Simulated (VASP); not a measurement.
# MgO2 (R-3m) in VASP: further runs

MgO2 is run at these levels: PBEsol; tasks: single point.

All numbers are computed with VASP 6.6.1; they aren't measurements. Logs are shortened: lines on timing, memory, paths and dates and some standing lists are left out, and cuts for length are marked.

### 1 The cell of the first run

Symmetry: R-3m, No. 166, trigonal system. The conventional cell has a = 3.210 Å, b = 3.210 Å, c = 10.482 Å, α = 90.00°, β = 90.00°, γ = 120.00°. Mg (site symmetry -3m) has 6 O at 2.02 Å within 2.7 Å. O (site symmetry 3m) has 4 O at 1.89 to 2.45 Å and 3 Mg at 2.02 Å within 2.5 Å.

### 2 Single point, PBEsol (mode 9 (885.4 1/cm) frozen in, largest displacement -0.200 Å)

INCAR

```
SYSTEM = MgO2
PREC = Accurate
ENCUT = 520
EDIFF = 1E-7
ISMEAR = 0
SIGMA = 0.05
LREAL = .FALSE.
LASPH = .TRUE.
NELM = 80
ALGO = Normal
ISIF = 2
LWAVE = .FALSE.
LCHARG = .FALSE.
GGA = PS
NBANDS = 14
```

KPOINTS

```
Automatic mesh
0
G
  12 12 12
  0 0 0
```

POSCAR

```
MgO2
1.0
    1.6047610160      0.9265092046      3.4939788749
   -1.6047610160      0.9265092046      3.4939788749
    0.0000000000     -1.8530184092      3.4939788749
Mg O
1 2
Direct
    0.0000000000      0.0000000000      0.0000000000
    0.4097055565      0.4097055565      0.4097055565
    0.5902944435      0.5902944435      0.5902944435
```

Potentials or basis: VASP PAW PBE potentials, release 64 (Mg, O).

Run with:

```sh
$ cat potpaw_PBE.64/Mg/POTCAR potpaw_PBE.64/O/POTCAR > POTCAR
$ mpirun -np 1 vasp_std > vasp.out
```

OUTCAR:

```text
SYSTEM = MgO2
   PREC = Accurate
   ENCUT = 520
   EDIFF = 1E-7
   ISMEAR = 0
   LREAL = .FALSE.
   LASPH = .TRUE.
   NELM = 80
   ISIF = 2
   GGA = PS

 ion  position               nearest neighbor table
   1  0.000  0.000  0.000-   3 2.02   3 2.02   2 2.02   2 2.02   3 2.02   2 2.02
   2  0.410  0.410  0.410-   3 1.89   1 2.02   1 2.02   1 2.02
   3  0.590  0.590  0.590-   2 1.89   1 2.02   1 2.02   1 2.02

  LATTYP: Found a trigonal (rhomboedric) cell.
 ALAT       =     3.9549419216
 COS(alpha) =     0.6707160928

  Lattice vectors:

 A1 = (   1.6047610160,   0.9265092046,   3.4939788749)
 A2 = (  -1.6047610160,   0.9265092046,   3.4939788749)
 A3 = (   0.0000000000,  -1.8530184092,   3.4939788749)

Analysis of symmetry for initial positions (statically):
=====================================================================
 Subroutine PRICEL returns:
 Original cell was already a primitive cell.

 Routine SETGRP: Setting up the symmetry group for a
 trigonal (rhombohedral) supercell.

 Subroutine GETGRP returns: Found 12 space group operations
 (whereof 12 operations were pure point group operations)
 out of a pool of 12 trial point group operations.

The static configuration has the point symmetry D_3d.

Analysis of symmetry for dynamics (positions and initial velocities):
=====================================================================
 Subroutine PRICEL returns:
 Original cell was already a primitive cell.

 Routine SETGRP: Setting up the symmetry group for a
 trigonal (rhombohedral) supercell.

 Subroutine GETGRP returns: Found 12 space group operations
 (whereof 12 operations were pure point group operations)
 out of a pool of 12 trial point group operations.

The dynamic configuration has the point symmetry D_3d.

 Subroutine INISYM returns: Found 12 space group operations
 (whereof 12 operations are pure point group operations),
 and found     1 'primitive' translations

----------------------------------------------------------------------------------------

                                     Primitive cell

  volume of cell :      31.1696

  direct lattice vectors                    reciprocal lattice vectors
     1.604761016  0.926509205  3.493978875     0.311572873  0.179886682  0.095402218
    -1.604761016  0.926509205  3.493978875    -0.311572873  0.179886682  0.095402218
     0.000000000 -1.853018409  3.493978875     0.000000000 -0.359773364  0.095402218

  length of vectors
     3.954941922  3.954941922  3.954941922     0.372207545  0.372207545  0.372207545

  position of ions in fractional coordinates (direct lattice)
     0.000000000  0.000000000  0.000000000
     0.409705557  0.409705557  0.409705557
     0.590294443  0.590294443  0.590294443

  ion indices of the primitive-cell ions
   primitive index   ion index
                 1           1
                 2           2
                 3           3

----------------------------------------------------------------------------------------

 KPOINTS: Automatic mesh

Automatic generation of k-mesh.
 Grid dimensions read from file:
 generate k-points for:   12   12   12

 Generating k-lattice:

  Cartesian coordinates                     Fractional coordinates (reciprocal lattice)
     0.025964406  0.014990557  0.007950185     0.083333333 -0.000000000  0.000000000
    -0.025964406  0.014990557  0.007950185    -0.000000000  0.083333333  0.000000000
     0.000000000 -0.029981114  0.007950185     0.000000000  0.000000000  0.083333333

  Length of vectors
     0.031017295  0.031017295  0.031017295

  Shift w.r.t. Gamma in fractional coordinates (k-lattice)
     0.000000000  0.000000000  0.000000000

 Subroutine IBZKPT returns following result:
 ===========================================

 Found    189 irreducible k-points:

 Following reciprocal coordinates:
            Coordinates               Weight
  0.000000  0.000000  0.000000      1.000000
  0.083333 -0.000000 -0.000000      6.000000
  0.166667 -0.000000  0.000000      6.000000
  0.250000 -0.000000  0.000000      6.000000
  0.333333 -0.000000  0.000000      6.000000
  0.416667 -0.000000  0.000000      6.000000
[... 16 lines left out ...]
  0.500000  0.166667  0.000000     12.000000
 -0.416667  0.166667  0.000000     12.000000
 [... further k-points ...]
   k-points           NKPTS =    189   k-points in BZ     NKDIM =    189   number of bands    NBANDS=     14
   number of dos      NEDOS =    301   number of ions     NIONS =      3
   total plane-waves  NPLWV =  27000
   dimension x,y,z NGX =    30 NGY =   30 NGZ =   30
   dimension x,y,z NGXF=    60 NGYF=   60 NGZF=   60
   ions per type =               1   2
   NGX,Y,Z   is equivalent  to a cutoff of  12.61, 12.61, 12.61 a.u.
   NGXF,Y,Z  is equivalent  to a cutoff of  25.22, 25.22, 25.22 a.u.
 SYSTEM =  MgO2
   PREC   = accura    normal or accurate (medium, high low for compatibility)
   ISTART =      0    job   : 0-new  1-cont  2-samecut
   ICHARG =      2    charge: 1-file 2-atom 10-const
   ISPIN  =      1    spin polarized calculation?
   LNONCOLLINEAR =      F non collinear calculations
   LSORBIT =      F    spin-orbit coupling
   LASPH  =      T    aspherical Exc in radial PAW
   ENCUT  =  520.0 eV  38.22 Ry    6.18 a.u.   7.35  7.35  7.35*2*pi/ulx,y,z
   NELM   =     80;   NELMIN=  2; NELMDL= -5     # of ELM steps
   EDIFF  = 0.1E-06   stopping-criterion for ELM
   LREAL  =      F    real-space projection
   EDIFFG = 0.1E-05   stopping-criterion for IOM
   NSW    =      0    number of steps for IOM
   IBRION =     -1    ionic relax: 0-MD 1-quasi-New 2-CG
   NFREE  =      0    steps in history (QN), initial steepest desc. (CG)
   ISIF   =      2    stress and relaxation
   ISYM   =      2    0-nonsym 1-usesym 2-fastsym
   POTIM  = 0.5000    time-step for ionic-motion
   TEBEG  =    0.0;   TEEND  =   0.0 temperature during run
   PSTRESS=    0.0 pullay stress
   NELECT =      14.0000    total number of electrons
   NUPDOWN=      -1.0000    fix difference up-down
   EMIN   =  10.00;   EMAX   =-10.00  energy-range for DOS
   EFERMI =   0.00;   METHOD = LEGACY
   ISMEAR =     0;   SIGMA  =   0.05  broadening in eV -4-tet -1-fermi 0-gaus
   EFERMI_NEDOS =   21; number of points for ismear=-14 and -15
   IALGO  =     38    algorithm
   IMIX   =      4    mixing-type and parameters
     AMIX     =   0.40;   BMIX     =  1.00
     AMIX_MAG =   1.60;   BMIX_MAG =  1.00
  volume/ion in A,a.u.               =      10.39        70.11
  Fermi-wavevector in a.u.,A,eV,Ry     =   1.253739  2.369222 21.386457  1.571860
  Thomas-Fermi vector in A             =   2.387577
   LORBIT       =      0    0 simple, 1 ext, 2 COOP (PROOUT), +10 PAW based schemes
   GGA     = PS    functional components
   LHFCALC =     F    Hartree Fock is set to
   AEXX    =    0.0000 exact exchange contribution
   IVDW    =     0    specifies the selected vdW correction
   LEPSILON=     F    determine dielectric tensor
   LRPA    =     F    only Hartree local field effects (RPA)
 non-spin polarized calculation
 Gauss-broadening in eV      SIGMA  =   0.05
  energy-cutoff  :      520.00
  volume of cell :       31.17
 maximum number of plane-waves:       852
 NGX is ok and might be reduce to    30
   NGX = 15   NGY = 15   NGZ = 15

 number of electron      13.9999997 magnetization

 Free energy of the ion-electron system (eV)
  ---------------------------------------------------
  ext. energy  EPLUGINS =         0.00000000
  ---------------------------------------------------
  free energy    TOTEN  =       -16.13947022 eV

  energy without entropy =      -16.13941207  energy(sigma->0) =      -16.13944114

 E-fermi :   1.5113     XC(G=0): -10.4791

 val. band max:        1.4330835830   @ k =   0.5000   0.5000   0.2500
 cond. band min:       1.5219019298   @ k =   0.5000   0.5000   0.5000
 fundamental gap:      0.0888183468
 Fermi energy:         1.5113062012

 k-point     1 :       0.0000    0.0000    0.0000
  band No.  band energies     occupation
      1     -17.2612      2.00000
      2     -13.2620      2.00000
      3      -3.6842      2.00000
      4       0.0350      2.00000
      5       0.0350      2.00000
      6       0.1630      2.00000
      7       0.1630      2.00000
      8       3.1474      0.00000
      9       7.1807      0.00000
     10      14.3618      0.00000
     11      17.5846      0.00000
     12      17.5846      0.00000
     13      18.9652      0.00000
     14      18.9652      0.00000

 k-point     2 :       0.0833   -0.0000   -0.0000
  band No.  band energies     occupation
      1     -17.2091      2.00000
      2     -13.2941      2.00000
      3      -3.6477      2.00000
      4      -0.3409      2.00000
      5      -0.0279      2.00000
      6       0.1798      2.00000
      7       0.2553      2.00000
      8       3.1774      0.00000
      9       7.4825      0.00000
     10      14.4848      0.00000
     11      16.9005      0.00000
     12      17.6744      0.00000
     13      18.6101      0.00000
     14      19.1634      0.00000

 k-point     3 :       0.1667   -0.0000    0.0000
  band No.  band energies     occupation
      1     -17.0607      2.00000
      2     -13.3868      2.00000
      3      -3.5561      2.00000
      4      -1.0300      2.00000
      5      -0.1473      2.00000
      6       0.1740      2.00000
      7       0.2790      2.00000
      8       3.2287      0.00000
      9       8.2397      0.00000
     10      14.7932      0.00000
     11      15.7391      0.00000
     12      17.9351      0.00000
     13      17.9761      0.00000
     14      19.5350      0.00000

 k-point     4 :       0.2500   -0.0000    0.0000
  band No.  band energies     occupation
      1     -16.8416      2.00000
      2     -13.5252      2.00000
      3      -3.4516      2.00000
      4      -1.8010      2.00000
      5      -0.2695      2.00000
      6       0.1269      2.00000
      7       0.3433      2.00000
      8       3.2253      0.00000
      9       9.1868      0.00000
     10      14.6231      0.00000
     11      15.1082      0.00000
     12      17.4816      0.00000
     13      18.5032      0.00000
     14      19.1463      0.00000

 k-point     5 :       0.3333   -0.0000    0.0000
  band No.  band energies     occupation
      1     -16.5975      2.00000
      2     -13.6833      2.00000
      3      -3.3690      2.00000
      4      -2.4798      2.00000
      5      -0.3684      2.00000
      6       0.0588      2.00000
      7       0.5057      2.00000
      8       3.1307      0.00000
      9      10.1311      0.00000
     10      13.6854      0.00000
     11      15.0613      0.00000
[... 276 lines left out ...]
 k-point    22 :       0.4167    0.1667    0.0000
  band No.  band energies     occupation
      1     -16.3903      2.00000
      2     -13.9320      2.00000
      3      -3.1369      2.00000
      4      -2.5697      2.00000
      5      -0.7709      2.00000
      6      -0.1496      2.00000
      7       0.9234      2.00000
      8       2.9655      0.00000
      9      10.6766      0.00000
     10      13.2487      0.00000
     11      15.2271      0.00000
     12      17.6007      0.00000
     13      18.6631      0.00000
     14      19.4489      0.00000

 k-point    23 :       0.5000    0.1667    0.0000
  band No.  band energies     occupation
      1     -16.2398      2.00000
      2     -13.9971      2.00000
      3      -3.2196      2.00000
      4      -2.8228      2.00000
      5      -0.8894      2.00000
      6      -0.0759      2.00000
      7       0.8587      2.00000
      8       2.9329      0.00000
      9      11.4828      0.00000
     10      12.7047      0.00000
     11      15.3163      0.00000
     12      17.7541      0.00000
     13      18.9603      0.00000
     14      19.0708      0.00000

 k-point    24 :      -0.4167    0.1667    0.0000
  band No.  band energies     occupation
      1     -16.2244      2.00000
      2     -13.9582      2.00000
      3      -3.4350      2.00000
      4      -2.6868      2.00000
      5      -0.9762      2.00000
      6      -0.0132      2.00000
      7       0.6675      2.00000
      8       3.0103      0.00000
      9      12.0507      0.00000
     10      12.2770      0.00000
     11      15.4447      0.00000
     12      17.8821      0.00000
     13      18.4781      0.00000
     14      19.4717      0.00000

 [... further k-points ...]
[... 5 lines left out ...]
  --------------------------------------------------------------------------------------
  -------------------------------------------------------------------------------------
  Total        1.8108625      1.8108625     -3.1273708      0.0000000      0.0000000      0.0000000
  in kB       93.0817246     93.0817246   -160.7527183      0.0000000      0.0000000      0.0000000
  external PRESSURE =       8.4702436 kB  Pullay stress =       0.0000000 kB

 VOLUME and BASIS-vectors are now :
 -----------------------------------------------------------------------------
  energy-cutoff  :      520.00
  volume of cell :       31.17
      direct lattice vectors                 reciprocal lattice vectors
     1.604761016  0.926509205  3.493978875     0.311572873  0.179886682  0.095402218
    -1.604761016  0.926509205  3.493978875    -0.311572873  0.179886682  0.095402218
     0.000000000 -1.853018409  3.493978875     0.000000000 -0.359773364  0.095402218

 POSITION                                       TOTAL-FORCE (eV/Angst)
 -----------------------------------------------------------------------------------
      0.00000      0.00000      0.00000         0.000000      0.000000     -0.000000
      0.00000      0.00000      4.29451         0.000000      0.000000      3.842223
      0.00000      0.00000      6.18743         0.000000     -0.000000     -3.842223
 -----------------------------------------------------------------------------------
    total drift:                               -0.000000     -0.000000      0.000000

  FREE ENERGIE OF THE ION-ELECTRON SYSTEM (eV)
  ---------------------------------------------------
  free  energy   TOTEN  =       -16.1394702165 eV

  energy  without entropy=      -16.1394120730  energy(sigma->0) =      -16.13944114
```

Wall time 63 s (1 thread of Intel Xeon 6975P-C, shared host); peak memory 0.23 GiB.

What came out:

| Item | Value |
| --- | --- |
| Free energy | -16.1395 eV |
| Pressure | 0.8 GPa |
| Largest force | 3.842 eV/Å |
| Band gap on the k mesh | 0.09 eV, indirect (least direct gap 0.10 eV) |

Forces in eV/Å, atoms in the order of the input:
```
Mg   0.000  0.000  0.000
O    0.000  0.000  3.842
O    0.000  0.000 -3.842
```

Stress tensor (GPa, compression positive):
```
  9.31   0.00   0.00
  0.00   9.31   0.00
  0.00   0.00 -16.08
```

Caveat: the cell differs from its parent crystal (mode 9 (885.4 1/cm) frozen in, largest displacement -0.200 Å); the PAW data sets were made with another functional, which shifts forces and pressure a little. A k mesh can miss the band edges.

(Continued in part 2 of 2.)
